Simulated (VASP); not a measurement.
# GaB in VASP: further runs

The runs below take GaB through single point, with PBE, LDA.

Everything below comes from runs of VASP 6.6.1. Logs are shortened: lines on timing, memory, paths and dates and some standing lists are left out, and cuts for length are marked.

## Step 1: The cell of the first run

Symmetry: P4/mmm, No. 123, tetragonal system. Conventional cell: a = 2.754 Å, b = 2.754 Å, c = 3.279 Å, α = 90.00°, β = 90.00°, γ = 90.00°. Within 3.4 Å of Ga (site symmetry 4/mmm) lie 8 B at 2.55 Å and 6 Ga at 2.75 to 3.28 Å. B (site symmetry 4/mmm) has 8 Ga at 2.55 Å and 6 B at 2.75 to 3.28 Å within 3.4 Å.

## Step 2: Single point, PBE

The input, INCAR:

```
SYSTEM = GaB
PREC     = Accurate       ! precision mode
ENCUT    = 520            ! plane-wave cutoff, eV
EDIFF    = 1E-7           ! SCF threshold, eV
ISMEAR   = -1             ! smearing method
SIGMA    = 0.05           ! smearing width, eV
LREAL    = .FALSE.        ! projectors in reciprocal space
LASPH    = .TRUE.         ! aspherical terms in the spheres
NELM     = 80             ! most SCF steps
ALGO     = Normal         ! electronic algorithm
ISIF     = 2              ! what is computed and relaxed
LWAVE    = .FALSE.        ! write WAVECAR
LCHARG   = .TRUE.         ! write CHGCAR
GGA      = PE             ! functional
LELF     = .TRUE.         ! ELF
LVHAR    = .TRUE.       
NBANDS   = 15             ! bands
```

The input, KPOINTS:

```
regular mesh
0
G
  10 10 8
  0 0 0
```

The input, POSCAR:

```
GaB
1.0
    2.7540104178      0.0000000000      0.0000000000
    0.0000000000      2.7540104178      0.0000000000
    0.0000000000      0.0000000000      3.2787965942
Ga B
1 1
Direct
    0.5000000000      0.5000000000      0.5000000000
    0.0000000000      0.0000000000      0.0000000000
```

Potentials or basis: VASP PAW PBE potentials, release 64 (Ga_d, B).

The run is started by

```console
$ cat potpaw_PBE.64/Ga_d/POTCAR potpaw_PBE.64/B/POTCAR > POTCAR
$ mpirun -np 1 vasp_std > vasp.out
```

OUTCAR:

```text
SYSTEM = GaB
   PREC = Accurate
   ENCUT = 520
   EDIFF = 1E-7
   ISMEAR = -1
   LREAL = .FALSE.
   LASPH = .TRUE.
   NELM = 80
   ISIF = 2
   GGA = PE

 ion  position               nearest neighbor table
   1  0.500  0.500  0.500-   2 2.55   2 2.55   2 2.55   2 2.55   2 2.55   2 2.55   2 2.55   2 2.55

   2  0.000  0.000  0.000-   1 2.55   1 2.55   1 2.55   1 2.55   1 2.55   1 2.55   1 2.55   1 2.55

  LATTYP: Found a simple tetragonal cell.
 ALAT       =     2.7540104178
 C/A-ratio  =     1.1905534464

  Lattice vectors:

 A1 = (   2.7540104178,   0.0000000000,   0.0000000000)
 A2 = (   0.0000000000,   2.7540104178,   0.0000000000)
 A3 = (   0.0000000000,   0.0000000000,   3.2787965942)

Analysis of symmetry for initial positions (statically):
=====================================================================
 Subroutine PRICEL returns:
 Original cell was already a primitive cell.

 Routine SETGRP: Setting up the symmetry group for a
 simple tetragonal supercell.

 Subroutine GETGRP returns: Found 16 space group operations
 (whereof 16 operations were pure point group operations)
 out of a pool of 16 trial point group operations.

The static configuration has the point symmetry D_4h.

Analysis of symmetry for dynamics (positions and initial velocities):
=====================================================================
 Subroutine PRICEL returns:
 Original cell was already a primitive cell.

 Routine SETGRP: Setting up the symmetry group for a
 simple tetragonal supercell.

 Subroutine GETGRP returns: Found 16 space group operations
 (whereof 16 operations were pure point group operations)
 out of a pool of 16 trial point group operations.

The dynamic configuration has the point symmetry D_4h.

 Subroutine INISYM returns: Found 16 space group operations
 (whereof 16 operations are pure point group operations),
 and found     1 'primitive' translations

----------------------------------------------------------------------------------------

                                     Primitive cell

  volume of cell :      24.8683

  direct lattice vectors                    reciprocal lattice vectors
     2.754010418  0.000000000  0.000000000     0.363106833  0.000000000  0.000000000
     0.000000000  2.754010418  0.000000000     0.000000000  0.363106833  0.000000000
     0.000000000  0.000000000  3.278796594     0.000000000  0.000000000  0.304989947

  length of vectors
     2.754010418  2.754010418  3.278796594     0.363106833  0.363106833  0.304989947

  position of ions in fractional coordinates (direct lattice)
     0.500000000  0.500000000  0.500000000
     0.000000000  0.000000000  0.000000000

  ion indices of the primitive-cell ions
   primitive index   ion index
                 1           1
                 2           2

----------------------------------------------------------------------------------------

 KPOINTS: regular mesh

Automatic generation of k-mesh.
 Grid dimensions read from file:
 generate k-points for:   10   10    8

 Generating k-lattice:

  Cartesian coordinates                     Fractional coordinates (reciprocal lattice)
     0.036310683  0.000000000  0.000000000     0.100000000  0.000000000  0.000000000
     0.000000000  0.036310683  0.000000000     0.000000000  0.100000000  0.000000000
     0.000000000  0.000000000  0.038123743     0.000000000  0.000000000  0.125000000

  Length of vectors
     0.036310683  0.036310683  0.038123743

  Shift w.r.t. Gamma in fractional coordinates (k-lattice)
     0.000000000  0.000000000  0.000000000

 Subroutine IBZKPT returns following result:
 ===========================================

 Found    105 irreducible k-points:

 Following reciprocal coordinates:
            Coordinates               Weight
  0.000000  0.000000  0.000000      1.000000
  0.100000  0.000000  0.000000      4.000000
  0.200000  0.000000  0.000000      4.000000
  0.300000  0.000000  0.000000      4.000000
  0.400000  0.000000  0.000000      4.000000
  0.500000  0.000000  0.000000      2.000000
[... 16 lines left out ...]
  0.100000  0.000000  0.125000      8.000000
  0.200000  0.000000  0.125000      8.000000
 [... further k-points ...]
   k-points           NKPTS =    105   k-points in BZ     NKDIM =    105   number of bands    NBANDS=     15
   number of dos      NEDOS =    301   number of ions     NIONS =      2
   total plane-waves  NPLWV =   9600
   dimension x,y,z NGX =    20 NGY =   20 NGZ =   24
   dimension x,y,z NGXF=    40 NGYF=   40 NGZF=   48
   ions per type =               1   1
   NGX,Y,Z   is equivalent  to a cutoff of  12.07, 12.07, 12.17 a.u.
   NGXF,Y,Z  is equivalent  to a cutoff of  24.15, 24.15, 24.34 a.u.
 SYSTEM =  GaB
   PREC   = accura    normal or accurate (medium, high low for compatibility)
   ISTART =      0    job   : 0-new  1-cont  2-samecut
   ICHARG =      2    charge: 1-file 2-atom 10-const
   ISPIN  =      1    spin polarized calculation?
   LNONCOLLINEAR =      F non collinear calculations
   LSORBIT =      F    spin-orbit coupling
   LASPH  =      T    aspherical Exc in radial PAW
   ENCUT  =  520.0 eV  38.22 Ry    6.18 a.u.   5.12  5.12  6.10*2*pi/ulx,y,z
   NELM   =     80;   NELMIN=  2; NELMDL= -5     # of ELM steps
   EDIFF  = 0.1E-06   stopping-criterion for ELM
   LREAL  =      F    real-space projection
   EDIFFG = 0.1E-05   stopping-criterion for IOM
   NSW    =      0    number of steps for IOM
   IBRION =     -1    ionic relax: 0-MD 1-quasi-New 2-CG
   NFREE  =      0    steps in history (QN), initial steepest desc. (CG)
   ISIF   =      2    stress and relaxation
   ISYM   =      2    0-nonsym 1-usesym 2-fastsym
   POTIM  = 0.5000    time-step for ionic-motion
   TEBEG  =    0.0;   TEEND  =   0.0 temperature during run
   PSTRESS=    0.0 pullay stress
   NELECT =      16.0000    total number of electrons
   NUPDOWN=      -1.0000    fix difference up-down
   EMIN   =  10.00;   EMAX   =-10.00  energy-range for DOS
   EFERMI =   0.00;   METHOD = LEGACY
   ISMEAR =    -1;   SIGMA  =   0.05  broadening in eV -4-tet -1-fermi 0-gaus
   EFERMI_NEDOS =   21; number of points for ismear=-14 and -15
   IALGO  =     38    algorithm
   IMIX   =      4    mixing-type and parameters
     AMIX     =   0.40;   BMIX     =  1.00
     AMIX_MAG =   1.60;   BMIX_MAG =  1.00
  volume/ion in A,a.u.               =      12.43        83.91
  Fermi-wavevector in a.u.,A,eV,Ry     =   1.413295  2.670741 27.176330  1.997404
  Thomas-Fermi vector in A             =   2.534956
   LORBIT       =      0    0 simple, 1 ext, 2 COOP (PROOUT), +10 PAW based schemes
   GGA     = PE    functional components
   LHFCALC =     F    Hartree Fock is set to
   AEXX    =    0.0000 exact exchange contribution
   IVDW    =     0    specifies the selected vdW correction
   LEPSILON=     F    determine dielectric tensor
   LRPA    =     F    only Hartree local field effects (RPA)
 non-spin polarized calculation
  energy-cutoff  :      520.00
  volume of cell :       24.87
 maximum number of plane-waves:       688
   NGX = 11   NGY = 11   NGZ = 13

 number of electron      16.0000011 magnetization

 Free energy of the ion-electron system (eV)
  ---------------------------------------------------
  ext. energy  EPLUGINS =         0.00000000
  ---------------------------------------------------
  free energy    TOTEN  =        -7.14022796 eV

  energy without entropy =       -7.13481536  energy(sigma->0) =       -7.13752166

 E-fermi :   6.4651     XC(G=0): -11.7112

 val. band max:        6.4154251993   @ k =   0.2000   0.2000   0.0000
 cond. band min:       6.4651260196   @ k =   0.2000   0.2000   0.2500
 fundamental gap:      0.0497008203
 Fermi energy:         6.4650809347

 k-point     1 :       0.0000    0.0000    0.0000
  band No.  band energies     occupation
      1      -8.7525      2.00000
      2      -8.6044      2.00000
      3      -8.3244      2.00000
      4      -8.3244      2.00000
      5      -8.2844      2.00000
      6      -6.4933      2.00000
      7       4.9100      2.00000
      8       8.1458      0.00000
      9       9.1229      0.00000
     10       9.1229      0.00000
     11      15.3961      0.00000
     12      15.9197      0.00000
     13      19.2450      0.00000
     14      20.3746      0.00000
     15      20.3746      0.00000

 k-point     2 :       0.1000    0.0000    0.0000
  band No.  band energies     occupation
      1      -8.7305      2.00000
      2      -8.5890      2.00000
      3      -8.3441      2.00000
      4      -8.3227      2.00000
      5      -8.2984      2.00000
      6      -6.3061      2.00000
      7       5.1089      2.00000
      8       7.5402      0.00000
      9       8.5513      0.00000
     10       9.2807      0.00000
     11      15.7038      0.00000
     12      16.6980      0.00000
     13      18.5953      0.00000
     14      20.2692      0.00000
     15      20.3254      0.00000

 k-point     3 :       0.2000    0.0000    0.0000
  band No.  band energies     occupation
      1      -8.6877      2.00000
      2      -8.5382      2.00000
      3      -8.3950      2.00000
      4      -8.3348      2.00000
      5      -8.3184      2.00000
      6      -5.7378      2.00000
      7       5.1697      2.00000
      8       5.6907      2.00000
      9       8.8561      0.00000
     10       9.7319      0.00000
     11      16.1257      0.00000
     12      16.5866      0.00000
     13      16.8938      0.00000
     14      19.8338      0.00000
     15      22.0470      0.00000

 k-point     4 :       0.3000    0.0000    0.0000
  band No.  band energies     occupation
      1      -8.6554      2.00000
      2      -8.4617      2.00000
      3      -8.4566      2.00000
      4      -8.3793      2.00000
      5      -8.3131      2.00000
      6      -4.7814      2.00000
      7       2.6458      2.00000
      8       6.6027      0.12001
      9       9.5238      0.00000
     10      10.3952      0.00000
     11      14.7979      0.00000
     12      14.9260      0.00000
     13      17.0415      0.00000
     14      18.9487      0.00000
     15      23.3525      0.00000
[... 307 lines left out ...]
 k-point    22 :       0.0000    0.0000    0.1250
  band No.  band energies     occupation
      1      -8.7509      2.00000
      2      -8.5935      2.00000
      3      -8.3305      2.00000
      4      -8.3305      2.00000
      5      -8.2840      2.00000
      6      -6.2842      2.00000
      7       3.2698      2.00000
      8       9.2941      0.00000
      9       9.2941      0.00000
     10       9.8346      0.00000
     11      15.7101      0.00000
     12      16.1106      0.00000
     13      19.0012      0.00000
     14      19.5651      0.00000
     15      19.5651      0.00000

 k-point    23 :       0.1000    0.0000    0.1250
  band No.  band energies     occupation
      1      -8.7287      2.00000
      2      -8.5772      2.00000
      3      -8.3526      2.00000
      4      -8.3287      2.00000
      5      -8.2978      2.00000
      6      -6.0957      2.00000
      7       3.4611      2.00000
      8       7.8603      0.00000
      9       9.4465      0.00000
     10      10.1159      0.00000
     11      15.9881      0.00000
     12      16.5718      0.00000
     13      18.0310      0.00000
     14      19.5538      0.00000
     15      20.2455      0.00000

 k-point    24 :       0.2000    0.0000    0.1250
  band No.  band energies     occupation
      1      -8.6856      2.00000
      2      -8.5241      2.00000
      3      -8.4083      2.00000
      4      -8.3343      2.00000
      5      -8.3236      2.00000
      6      -5.5257      2.00000
      7       4.0237      2.00000
      8       5.3888      2.00000
      9       9.8805      0.00000
     10      10.4965      0.00000
     11      14.9069      0.00000
     12      16.4606      0.00000
     13      17.9868      0.00000
     14      19.3988      0.00000
     15      22.1742      0.00000

 [... further k-points ...]
[... 5 lines left out ...]
  --------------------------------------------------------------------------------------
  -------------------------------------------------------------------------------------
  Total       -0.4662377     -0.4662377     -0.7026802      0.0000000     -0.0000000      0.0000000
  in kB      -30.0380912    -30.0380912    -45.2712676      0.0000000     -0.0000000      0.0000000
  external PRESSURE =     -35.1158166 kB  Pullay stress =       0.0000000 kB

 VOLUME and BASIS-vectors are now :
 -----------------------------------------------------------------------------
  energy-cutoff  :      520.00
  volume of cell :       24.87
      direct lattice vectors                 reciprocal lattice vectors
     2.754010418  0.000000000  0.000000000     0.363106833  0.000000000  0.000000000
     0.000000000  2.754010418  0.000000000     0.000000000  0.363106833  0.000000000
     0.000000000  0.000000000  3.278796594     0.000000000  0.000000000  0.304989947

 POSITION                                       TOTAL-FORCE (eV/Angst)
 -----------------------------------------------------------------------------------
      1.37701      1.37701      1.63940         0.000000      0.000000      0.000000
      0.00000      0.00000      0.00000         0.000000      0.000000      0.000000
 -----------------------------------------------------------------------------------
    total drift:                               -0.000000      0.000000      0.000000

  FREE ENERGIE OF THE ION-ELECTRON SYSTEM (eV)
  ---------------------------------------------------
  free  energy   TOTEN  =        -7.1402279559 eV

  energy  without entropy=       -7.1348153646  energy(sigma->0) =       -7.13752166
```

It took 25 s on 1 thread of Intel Xeon Platinum 8488C (Sapphire Rapids), shared host; peak memory 0.16 GiB.

Results:

```yaml
Free_energy: -7.1402 eV
Pressure: -3.5 GPa
Band_gap_on_the_k_mesh: zero (band 8 reaches 10.69 eV, above the bottom of band 9 at 2.26 eV)
```

Stress tensor (GPa, compression positive):
```
-3.00  0.00  0.00
 0.00 -3.00  0.00
 0.00  0.00 -4.53
```

Levels at points of the mesh, in eV from the Fermi level:
```csv
k point,band 4,band 5,band 6,band 7,band 8,band 9,band 10,band 11,band 12,band 13
"(0.00, 0.00, 0.00)",-14.79,-14.75,-12.96,-1.56,1.68,2.66,2.66,8.93,9.45,12.78
"(0.50, 0.00, 0.00)",-14.84,-14.77,-8.38,-8.01,1.88,4.93,5.25,5.30,5.49,11.01
"(0.50, 0.50, 0.00)",-14.84,-14.61,-4.26,-4.26,-3.56,-1.99,3.22,7.48,7.48,9.62
"(0.00, 0.00, 0.50)",-14.83,-14.75,-9.66,-9.56,4.23,4.23,7.61,9.36,9.36,9.55
"(0.50, 0.00, 0.50)",-14.80,-14.70,-5.21,-5.07,-5.03,-4.20,5.31,9.93,11.58,13.37
"(0.50, 0.50, 0.50)",-14.71,-14.61,-2.11,-1.22,-1.22,-0.34,0.20,0.20,1.05,1.63
```

(Continued in part 2 of 2.)
